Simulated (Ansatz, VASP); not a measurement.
Sb: VASP beside Ansatz

```
CELL_PARAMETERS angstrom
3.36900 0.00000 0.00000
0.00000 5.33000 0.00000
0.00000 0.00000 24.72547
ATOMIC_POSITIONS crystal
Sb 0.00000 0.75000 0.30333
Sb 0.50000 0.25000 0.34266
Sb 0.50000 0.75000 0.42133
Sb 0.00000 0.25000 0.46067
Sb 0.00000 0.75000 0.53933
Sb 0.50000 0.25000 0.57867
Sb 0.50000 0.75000 0.65734
Sb 0.00000 0.25000 0.69667
```

Alike in both runs: functional PBE; k mesh 8 × 5 × 1; occupations fermi-dirac, width 0.05 eV; no spin polarisation.

```csv
,VASP,Ansatz
version,VASP 6.6.1,Ansatz 0.2.0
potentials or method,"VASP PAW PBE potentials, release 64 (Sb)",Ansatz PAW
plane-wave cutoff (eV),520,420
valence electrons in the cell,40,120
task,single point,electrostatic potential
```

|  | VASP | Ansatz | Ansatz less VASP |
| --- | --- | --- | --- |
| gap on the k mesh at the Fermi level (eV) | none | none | - |
| rms of the force components (eV/Å) | 0.237 | 0.236 | -0.0011 |

Atom by atom the forces differ by 0.003 eV/Å (rms over components). A gap of «none» marks a metal or a gap that the smearing closes. VASP's potentials hold 40 valence electrons a cell and Ansatz's 120, so a difference there can come from the potentials and not from the codes.

Neither program's run includes spin-orbit coupling.
